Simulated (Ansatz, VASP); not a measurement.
## ZnO: VASP beside Ansatz

File INCAR:

```
PREC = Accurate
ENCUT = 520
EDIFF = 1E-7
ISMEAR = -1
SIGMA = 0.05
LREAL = False
LASPH = True
NELM = 80
ALGO = Normal
ISIF = 2
LWAVE = False
LCHARG = False
GGA = CA
NBANDS = 26
```

The input KPOINTS:

```
regular mesh
0
Gamma
  9 9 5
```

The input POSCAR:

```
ZnO
1.0
    3.2053930491      0.0000000000      0.0000000000
   -1.6026965246      2.7759518096      0.0000000000
    0.0000000000      0.0000000000      5.1353529565
Zn O
2 2
Direct
    0.6666666667      0.3333333333      0.0000000000
    0.3333333333      0.6666666667      0.5000000000
    0.3333333333      0.6666666667      0.8790100000
    0.6666666667      0.3333333333      0.3790100000
```

input.yaml

```yaml
crystal:
  lattice:
    - [3.2053930491, 0.0, 0.0]
    - [-1.6026965246, 2.7759518096, 0.0]
    - [0.0, 0.0, 5.1353529565]
  atoms:
    - { symbol: Zn, position: [0.6666666667, 0.3333333333, 0.0] }
    - { symbol: Zn, position: [0.3333333333, 0.6666666667, 0.5] }
    - { symbol: O, position: [0.3333333333, 0.6666666667, 0.87901] }
    - { symbol: O, position: [0.6666666667, 0.3333333333, 0.37901] }
kpoints:
  mp_grid: { grid: [9, 9, 5] }
scf:
  occupations: { method: fermi_dirac, width: 0.05 }
hamiltonian:
  xc: lda
  pseudopotentials: { kind: all_electron, lapw: { basis_error: 0.002 } }
output:
  forces: true
  stress: true
  eigenvalues: true
```

Change from the starting cell: volume scaled by 0.96.

Alike in both runs: task single point; functional LDA; k mesh 9 × 9 × 5; occupations fermi-dirac, width 0.05 eV; no spin polarisation.

```csv
,VASP,Ansatz
version,VASP 6.6.1,Ansatz 0.2.0
potentials or method,"VASP PAW LDA potentials, release 64 (Zn, O), cutoff 520 eV","all-electron LAPW, scalar-relativistic"
```

VASP gave:

* gap on the k mesh at the Fermi level (eV): 0.81
* least direct gap on the mesh (eV): 0.81
* pressure (GPa): 0.0
* traceless stress, the component that is largest in VASP (GPa): 1.35
* rms of the force components (eV/Å): 0.041

Question: Which values does Ansatz return?

Answer: gap on the k mesh at the Fermi level (eV): 0.81; least direct gap on the mesh (eV): 0.81; pressure (GPa): -1.2; traceless stress, the component that is largest in VASP (GPa): 1.31; rms of the force components (eV/Å): 0.038.

LDA's correlation is that of Perdew and Zunger in VASP and of Perdew and Wang (1992) in Ansatz. Atom by atom the forces differ by 0.002 eV/Å (rms over components). Ansatz ran all-electron here, and VASP with PAW potentials.
